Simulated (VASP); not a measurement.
# Ca2Si (Immm) in VASP: further runs

The runs below take Ca2Si through single point, with LDA.

All numbers are computed with VASP 6.6.1; they aren't measurements. Logs are shortened: lines on timing, memory, paths and dates and some standing lists are left out, and cuts for length are marked.

## 1. The cell of the first run

The structure is orthorhombic, space group Immm (No. 71). The conventional cell has a = 4.779 Å, b = 4.779 Å, c = 7.494 Å, α = 90.00°, β = 90.00°, γ = 90.00°. Within 3.9 Å of Ca (site symmetry mm2) lie 4 Si at 2.93 to 3.15 Å and 5 Ca at 3.40 Å. Within 3.9 Å of Si (site symmetry mmm) lie 8 Ca at 2.93 to 3.15 Å.

## 2. Single point, LDA (atoms displaced along a vibrational mode, the cell strained)

Input file INCAR:

```
SYSTEM = Ca2Si
PREC = Accurate
ENCUT = 520
EDIFF = 1E-6
ISMEAR = 0
SIGMA = 0.05
LREAL = .False.
LASPH = .True.
NELM = 60
ALGO = Normal
ISIF = 2
LWAVE = .False.
LCHARG = .False.
NBANDS = 19
```

Input file KPOINTS:

```
Automatic mesh
0
Gamma
  8 8 8
  0 0 0
```

Input file POSCAR:

```
Ca2Si
1.0
    0.0000000000      3.3791655132      3.7468467348
    3.3791655132      0.0000000000      3.7468467348
    3.3791655132      3.3791655132      0.0000000000
Ca Si
2 1
Direct
    0.7267257627      0.7267257627      0.7732742373
    0.2732742373      0.2732742373      0.2267257627
    0.0000000000      0.0000000000      0.0000000000
```

Potentials or basis: VASP PAW LDA potentials, release 64 (Ca_sv, Si).

The run is started by

```
$ cat potpaw_LDA.64/Ca_sv/POTCAR potpaw_LDA.64/Si/POTCAR > POTCAR
$ mpirun -np 1 vasp_std > vasp.out
```

OUTCAR:

```text
SYSTEM = Ca2Si
   PREC = Accurate
   ENCUT = 520
   EDIFF = 1E-6
   ISMEAR = 0
   LREAL = .False.
   LASPH = .True.
   NELM = 60
   ISIF = 2

 ion  position               nearest neighbor table
   1  0.727  0.727  0.773-   3 2.93   3 2.93   3 3.15   3 3.15
   2  0.273  0.273  0.227-   3 2.93   3 2.93   3 3.15   3 3.15
   3  0.000  0.000  0.000-   1 2.93   1 2.93   2 2.93   2 2.93   1 3.15   2 3.15   2 3.15   1 3.15

  LATTYP: Found a body centered tetragonal cell.
 ALAT       =     4.7788616983
 C/A-ratio  =     1.5680917220

  Lattice vectors:

 A1 = (  -3.3791655132,   0.0000000000,   3.7468467348)
 A2 = (   3.3791655132,   0.0000000000,   3.7468467348)
 A3 = (   0.0000000000,   3.3791655132,  -3.7468467348)

Analysis of symmetry for initial positions (statically):
=====================================================================
 Subroutine PRICEL returns:
 Original cell was already a primitive cell.

 Routine SETGRP: Setting up the symmetry group for a
 body centered tetragonal supercell.

 Subroutine GETGRP returns: Found  8 space group operations
 (whereof  8 operations were pure point group operations)
 out of a pool of 16 trial point group operations.

The static configuration has the point symmetry D_2h.

Analysis of symmetry for dynamics (positions and initial velocities):
=====================================================================
 Subroutine PRICEL returns:
 Original cell was already a primitive cell.

 Routine SETGRP: Setting up the symmetry group for a
 body centered tetragonal supercell.

 Subroutine GETGRP returns: Found  8 space group operations
 (whereof  8 operations were pure point group operations)
 out of a pool of 16 trial point group operations.

The dynamic configuration has the point symmetry D_2h.

 Subroutine INISYM returns: Found  8 space group operations
 (whereof  8 operations are pure point group operations),
 and found     1 'primitive' translations

----------------------------------------------------------------------------------------

                                     Primitive cell

  volume of cell :      85.5687

  direct lattice vectors                    reciprocal lattice vectors
     0.000000000  3.379165513  3.746846735    -0.147965525  0.147965525  0.133445544
     3.379165513  0.000000000  3.746846735     0.147965525 -0.147965525  0.133445544
     3.379165513  3.379165513  0.000000000     0.147965525  0.147965525 -0.133445544

  length of vectors
     5.045554481  5.045554481  4.778861698     0.248184017  0.248184017  0.248184017

  position of ions in fractional coordinates (direct lattice)
     0.726725763  0.726725763  0.773274237
     0.273274237  0.273274237  0.226725763
     0.000000000  0.000000000  0.000000000

  ion indices of the primitive-cell ions
   primitive index   ion index
                 1           1
                 2           2
                 3           3

----------------------------------------------------------------------------------------

 KPOINTS: Automatic mesh

Automatic generation of k-mesh.
 Grid dimensions read from file:
 generate k-points for:    8    8    8

 Generating k-lattice:

  Cartesian coordinates                     Fractional coordinates (reciprocal lattice)
    -0.018495691  0.018495691  0.016680693     0.125000000  0.000000000  0.000000000
     0.018495691 -0.018495691  0.016680693     0.000000000  0.125000000  0.000000000
     0.018495691  0.018495691 -0.016680693     0.000000000  0.000000000  0.125000000

  Length of vectors
     0.031023002  0.031023002  0.031023002

  Shift w.r.t. Gamma in fractional coordinates (k-lattice)
     0.000000000  0.000000000  0.000000000

 Subroutine IBZKPT returns following result:
 ===========================================

 Found     95 irreducible k-points:

 Following reciprocal coordinates:
            Coordinates               Weight
  0.000000  0.000000  0.000000      1.000000
  0.125000  0.000000  0.000000      4.000000
  0.000000  0.000000 -0.125000      4.000000
  0.250000  0.000000  0.000000      4.000000
  0.000000  0.000000 -0.250000      4.000000
  0.375000  0.000000  0.000000      4.000000
[... 16 lines left out ...]
  0.250000  0.250000  0.000000      2.000000
  0.375000  0.250000  0.000000      4.000000
 [... further k-points ...]
   k-points           NKPTS =     95   k-points in BZ     NKDIM =     95   number of bands    NBANDS=     19
   number of dos      NEDOS =    301   number of ions     NIONS =      3
   total plane-waves  NPLWV =  57600
   dimension x,y,z NGX =    40 NGY =   40 NGZ =   36
   dimension x,y,z NGXF=    80 NGYF=   80 NGZF=   72
   ions per type =               2   1
   NGX,Y,Z   is equivalent  to a cutoff of  13.18, 13.18, 12.52 a.u.
   NGXF,Y,Z  is equivalent  to a cutoff of  26.36, 26.36, 25.05 a.u.
 SYSTEM =  Ca2Si
   PREC   = accura    normal or accurate (medium, high low for compatibility)
   ISTART =      0    job   : 0-new  1-cont  2-samecut
   ICHARG =      2    charge: 1-file 2-atom 10-const
   ISPIN  =      1    spin polarized calculation?
   LNONCOLLINEAR =      F non collinear calculations
   LSORBIT =      F    spin-orbit coupling
   LASPH  =      T    aspherical Exc in radial PAW
   ENCUT  =  520.0 eV  38.22 Ry    6.18 a.u.   9.38  9.38  8.89*2*pi/ulx,y,z
   NELM   =     60;   NELMIN=  2; NELMDL= -5     # of ELM steps
   EDIFF  = 0.1E-05   stopping-criterion for ELM
   LREAL  =      F    real-space projection
   EDIFFG = 0.1E-04   stopping-criterion for IOM
   NSW    =      0    number of steps for IOM
   IBRION =     -1    ionic relax: 0-MD 1-quasi-New 2-CG
   NFREE  =      0    steps in history (QN), initial steepest desc. (CG)
   ISIF   =      2    stress and relaxation
   ISYM   =      2    0-nonsym 1-usesym 2-fastsym
   POTIM  = 0.5000    time-step for ionic-motion
   TEBEG  =    0.0;   TEEND  =   0.0 temperature during run
   PSTRESS=    0.0 pullay stress
   NELECT =      24.0000    total number of electrons
   NUPDOWN=      -1.0000    fix difference up-down
   EMIN   =  10.00;   EMAX   =-10.00  energy-range for DOS
   EFERMI =   0.00;   METHOD = LEGACY
   ISMEAR =     0;   SIGMA  =   0.05  broadening in eV -4-tet -1-fermi 0-gaus
   EFERMI_NEDOS =   21; number of points for ismear=-14 and -15
   IALGO  =     38    algorithm
   IMIX   =      4    mixing-type and parameters
     AMIX     =   0.40;   BMIX     =  1.00
     AMIX_MAG =   1.60;   BMIX_MAG =  1.00
  volume/ion in A,a.u.               =      28.52       192.48
  Fermi-wavevector in a.u.,A,eV,Ry     =   1.071619  2.025066 15.624477  1.148367
  Thomas-Fermi vector in A             =   2.207364
   LORBIT       =      0    0 simple, 1 ext, 2 COOP (PROOUT), +10 PAW based schemes
   GGA     = CA    functional components
   LHFCALC =     F    Hartree Fock is set to
   AEXX    =    0.0000 exact exchange contribution
   IVDW    =     0    specifies the selected vdW correction
   LEPSILON=     F    determine dielectric tensor
   LRPA    =     F    only Hartree local field effects (RPA)
 non-spin polarized calculation
 Gauss-broadening in eV      SIGMA  =   0.05
  energy-cutoff  :      520.00
  volume of cell :       85.57
 maximum number of plane-waves:      2333
 NGX is ok and might be reduce to    40
   NGX = 19   NGY = 19   NGZ = 17

 number of electron      24.0000003 magnetization

 Free energy of the ion-electron system (eV)
  ---------------------------------------------------
  ext. energy  EPLUGINS =         0.00000000
  ---------------------------------------------------
  free energy    TOTEN  =       -11.58737442 eV

  energy without entropy =      -11.58715751  energy(sigma->0) =      -11.58726597

 E-fermi :   2.9433     XC(G=0):  -8.9048

 val. band max:        2.9029590091   @ k =   0.5000   0.3750   0.0000
 cond. band min:       2.9457755414   @ k =   0.5000   0.5000   0.0000
 fundamental gap:      0.0428165323
 Fermi energy:         2.9432853303

 k-point     1 :       0.0000    0.0000    0.0000
  band No.  band energies     occupation
      1     -37.5046      2.00000
      2     -37.4279      2.00000
      3     -18.9633      2.00000
      4     -18.9400      2.00000
      5     -18.8198      2.00000
      6     -18.7150      2.00000
[... 11 lines left out ...]
     18       7.7044      0.00000
     19       7.8071      0.00000

 k-point     2 :       0.1250    0.0000    0.0000
  band No.  band energies     occupation
      1     -37.5017      2.00000
      2     -37.4306      2.00000
      3     -18.9543      2.00000
      4     -18.9334      2.00000
      5     -18.8228      2.00000
      6     -18.7248      2.00000
[... 11 lines left out ...]
     18       7.3855      0.00000
     19       7.5949      0.00000

 k-point     3 :       0.0000    0.0000   -0.1250
  band No.  band energies     occupation
      1     -37.5017      2.00000
      2     -37.4306      2.00000
      3     -18.9561      2.00000
      4     -18.9312      2.00000
      5     -18.8228      2.00000
      6     -18.7264      2.00000
[... 11 lines left out ...]
     18       7.4441      0.00000
     19       7.6990      0.00000

 k-point     4 :       0.2500    0.0000    0.0000
  band No.  band energies     occupation
      1     -37.4935      2.00000
      2     -37.4384      2.00000
      3     -18.9286      2.00000
      4     -18.9144      2.00000
      5     -18.8298      2.00000
      6     -18.7528      2.00000
[... 11 lines left out ...]
     18       6.7147      0.00000
     19       7.0289      0.00000

 k-point     5 :       0.0000    0.0000   -0.2500
  band No.  band energies     occupation
      1     -37.4936      2.00000
      2     -37.4384      2.00000
      3     -18.9350      2.00000
      4     -18.9060      2.00000
      5     -18.8299      2.00000
      6     -18.7580      2.00000
[... 11 lines left out ...]
     18       6.7792      0.00000
     19       7.2301      0.00000

 k-point     6 :       0.3750    0.0000    0.0000
  band No.  band energies     occupation
      1     -37.4818      2.00000
      2     -37.4498      2.00000
      3     -18.8897      2.00000
      4     -18.8850      2.00000
      5     -18.8379      2.00000
      6     -18.7939      2.00000
[... 11 lines left out ...]
     18       6.4642      0.00000
     19       6.5855      0.00000

 k-point     7 :       0.0000    0.0000   -0.3750
  band No.  band energies     occupation
      1     -37.4818      2.00000
      2     -37.4498      2.00000
      3     -18.9017      2.00000
      4     -18.8681      2.00000
      5     -18.8386      2.00000
      6     -18.7999      2.00000
[... 11 lines left out ...]
     18       6.4533      0.00000
     19       6.8305      0.00000

 k-point     8 :       0.5000    0.0000    0.0000
  band No.  band energies     occupation
      1     -37.4726      2.00000
      2     -37.4589      2.00000
      3     -18.8541      2.00000
      4     -18.8525      2.00000
      5     -18.8491      2.00000
      6     -18.8354      2.00000
[... 256 lines left out ...]
 k-point    20 :       0.1250    0.1250    0.3750
  band No.  band energies     occupation
      1     -37.4852      2.00000
      2     -37.4466      2.00000
      3     -18.8945      2.00000
      4     -18.8604      2.00000
      5     -18.8512      2.00000
      6     -18.8014      2.00000
[... 11 lines left out ...]
     18       6.5291      0.00000
     19       7.0012      0.00000

 k-point    21 :      -0.1250    0.1250    0.0000
  band No.  band energies     occupation
      1     -37.4956      2.00000
      2     -37.4365      2.00000
      3     -18.9251      2.00000
      4     -18.9094      2.00000
      5     -18.8353      2.00000
      6     -18.7555      2.00000
[... 11 lines left out ...]
     18       6.6948      0.00000
     19       7.1786      0.00000

 k-point    22 :       0.1250    0.1250    0.2500
  band No.  band energies     occupation
      1     -37.4956      2.00000
      2     -37.4365      2.00000
      3     -18.9313      2.00000
      4     -18.9018      2.00000
      5     -18.8347      2.00000
      6     -18.7587      2.00000
[... 11 lines left out ...]
     18       6.9379      0.00000
     19       7.3567      0.00000

 k-point    23 :       0.2500    0.2500    0.0000
  band No.  band energies     occupation
      1     -37.4969      2.00000
      2     -37.4351      2.00000
      3     -18.9754      2.00000
      4     -18.9544      2.00000
      5     -18.8457      2.00000
      6     -18.7065      2.00000
[... 11 lines left out ...]
     18       6.8732      0.00000
     19       7.2888      0.00000

 k-point    24 :       0.3750    0.2500    0.0000
  band No.  band energies     occupation
      1     -37.4913      2.00000
      2     -37.4404      2.00000
      3     -18.9699      2.00000
      4     -18.9531      2.00000
      5     -18.8631      2.00000
      6     -18.7137      2.00000
[... 11 lines left out ...]
     18       6.8318      0.00000
     19       7.2266      0.00000

 [... further k-points ...]
[... 5 lines left out ...]
  --------------------------------------------------------------------------------------
  -------------------------------------------------------------------------------------
  Total        1.4264020      1.4264020     -1.9090519     -0.8491492      0.0000000      0.0000000
  in kB       26.7077722     26.7077722    -35.7448481    -15.8993626      0.0000000      0.0000000
  external PRESSURE =       5.8902321 kB  Pullay stress =       0.0000000 kB

 VOLUME and BASIS-vectors are now :
 -----------------------------------------------------------------------------
  energy-cutoff  :      520.00
  volume of cell :       85.57
      direct lattice vectors                 reciprocal lattice vectors
     0.000000000  3.379165513  3.746846735    -0.147965525  0.147965525  0.133445544
     3.379165513  0.000000000  3.746846735     0.147965525 -0.147965525  0.133445544
     3.379165513  3.379165513  0.000000000     0.147965525  0.147965525 -0.133445544

 POSITION                                       TOTAL-FORCE (eV/Angst)
 -----------------------------------------------------------------------------------
      5.06875      5.06875      5.44586        -0.000000     -0.000000      0.663816
      1.68958      1.68958      2.04783         0.000000      0.000000     -0.663816
      0.00000      0.00000      0.00000        -0.000000      0.000000      0.000000
 -----------------------------------------------------------------------------------
    total drift:                                0.000000      0.000000     -0.000000

  FREE ENERGIE OF THE ION-ELECTRON SYSTEM (eV)
  ---------------------------------------------------
  free  energy   TOTEN  =       -11.5873744178 eV

  energy  without entropy=      -11.5871575125  energy(sigma->0) =      -11.58726597
```

Run time: 92 s. Hardware: 1 thread of Intel Xeon 6975P-C (Granite Rapids), shared host; peak memory 0.28 GiB.

Results:

| Quantity | Value |
| --- | --- |
| Free energy | -11.5874 eV |
| Pressure | 0.6 GPa |
| Largest force | 0.664 eV/Å |
| Band gap on the k mesh | 0.04 eV (least direct gap 0.12 eV) |

Forces in eV/Å, atoms in the order of the input:
```
Ca   0.000  0.000  0.664
Ca   0.000  0.000 -0.664
Si   0.000  0.000  0.000
```

Levels at points of the mesh, in eV from the valence-band top:
| k point | band 9 | band 10 | band 11 | band 12 | band 13 | band 14 | band 15 | band 16 |
| --- | --- | --- | --- | --- | --- | --- | --- | --- |
| (0.00, 0.00, 0.00) | -7.09 | -1.12 | -0.92 | -0.63 | 1.01 | 1.38 | 1.68 | 4.08 |
| (0.50, 0.00, 0.00) | -6.29 | -2.41 | -0.55 | -0.25 | 1.34 | 2.35 | 2.39 | 2.59 |
| (0.00, 0.00, 0.50) | -6.34 | -2.34 | -0.90 | -0.37 | 1.85 | 1.93 | 2.44 | 2.77 |
| (0.50, 0.50, 0.00) | -6.15 | -2.72 | -0.23 | -0.12 | 0.04 | 1.57 | 1.95 | 3.32 |
| (0.50, 0.00, 0.50) | -6.05 | -2.29 | -0.57 | -0.43 | 0.11 | 1.07 | 2.22 | 3.14 |

Caveat: the cell differs from its parent crystal (atoms displaced along a vibrational mode, the cell strained); the stress differs along the axes, from -4 to 3 GPa; semilocal functionals underestimate gaps, and a narrow one can read as zero.

## 3. Single point, LDA (atoms displaced along a vibrational mode, the cell strained)

Input file INCAR:

```
PREC = Accurate
ENCUT = 520
EDIFF = 1E-7
ISMEAR = 0
SIGMA = 0.05
LREAL = F
LASPH = T
NELM = 100
ALGO = Normal
ISIF = 2
LWAVE = F
LCHARG = T
LELF = T
LVHAR = T
NBANDS = 19
```

Input file KPOINTS:

```
Automatic mesh
0
Gamma
  8 8 8
```

Input file POSCAR:

```
Ca2Si
1.0
    0.0000000000      3.6242863276      3.2566051060
    3.6242863276      0.0000000000      3.2566051060
    3.6242863276      3.6242863276      0.0000000000
Ca Si
2 1
Direct
    0.7267257627      0.7267257627      0.7732742373
    0.2732742373      0.2732742373      0.2267257627
    0.0000000000      0.0000000000      0.0000000000
```

Potentials or basis: VASP PAW LDA potentials, release 64 (Ca_sv, Si).

The run is started by

```
$ cat potpaw_LDA.64/Ca_sv/POTCAR potpaw_LDA.64/Si/POTCAR > POTCAR
$ mpirun -np 1 vasp_std > vasp.out
```

It took 76 s on 1 thread of Intel Xeon 6975P-C (Granite Rapids), shared host; peak memory 0.28 GiB.

It converged, with:

* Free energy: -11.5093 eV
* Pressure: 0.4 GPa
* Largest force: 1.243 eV/Å
* Band gap on the k mesh: 0.08 eV

Forces on the atoms (eV/Å):
```
Ca   0.000  0.000  1.243
Ca   0.000  0.000 -1.243
Si   0.000  0.000  0.000
```

Stress tensor (GPa, compression positive):
```
-2.31 -1.24  0.00
-1.24 -2.31  0.00
 0.00  0.00  5.67
```

Levels at points of the mesh, in eV from the valence-band top:
```csv
k point,band 8,band 9,band 10,band 11,band 12,band 13,band 14,band 15,band 16,band 17
"(0.00, 0.00, 0.00)",-21.42,-6.93,-0.97,-0.75,-0.49,1.24,1.36,1.86,4.38,4.63
"(0.50, 0.00, 0.00)",-21.51,-6.12,-2.23,-0.51,-0.08,2.03,2.22,2.33,2.86,3.10
"(0.00, 0.00, 0.50)",-21.51,-6.18,-2.19,-0.63,-0.23,1.78,2.09,2.59,2.82,3.39
"(0.50, 0.50, 0.00)",-21.40,-5.89,-1.96,-0.58,-0.40,0.36,1.03,2.61,3.12,3.19
"(0.50, 0.00, 0.50)",-21.41,-5.94,-2.41,-0.15,0.00,0.08,1.63,2.04,3.11,3.62
```

Caveat: the cell differs from its parent crystal (atoms displaced along a vibrational mode, the cell strained); the stress differs along the axes, from -2 to 6 GPa; semilocal functionals underestimate gaps, and a narrow one can read as zero; forces of over 1 eV/Å act on the atoms, so gaps and moduli don't describe the material at rest. A k mesh can miss the band edges.

[end of part 1 of 2]
